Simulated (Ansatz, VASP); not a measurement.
**One calculation of Zr, two programs**

```
Zr
1.0
     2.76240    0.00000    0.00000
     0.00000    2.76240    0.00000
     0.00000    0.00000    2.76240
Zr
1
Direct
  0.00000 0.00000 0.00000
```

Alike in both runs: task single point; functional RPBE; k mesh 14 × 14 × 14; occupations fermi-dirac, width 0.1 eV; no spin polarisation.

|  | VASP | Ansatz |
| --- | --- | --- |
| version | VASP 6.6.1 | Ansatz 0.2.0 |
| potentials or method | VASP PAW PBE potentials, release 64 (Zr_sv) | PAW with Ansatz's default frozen-core files, scalar-relativistic |
| plane-wave cutoff (eV) | 520 | 420 |
| valence electrons in the cell | 12 | 12 |

Ansatz gave:

| Property | Result |
| --- | --- |
| gap on the k mesh at the Fermi level (eV) | none |
| pressure (GPa) | 17.3 |

Task: What did VASP give for the same quantities?

Result: gap on the k mesh at the Fermi level (eV): none; pressure (GPa): 17.4.

VASP's potentials were made for PBE, not for RPBE. A gap of «none» marks a metal or a gap that the smearing closes. The functional is the same, so the differences come from potentials, cutoffs and numerics.
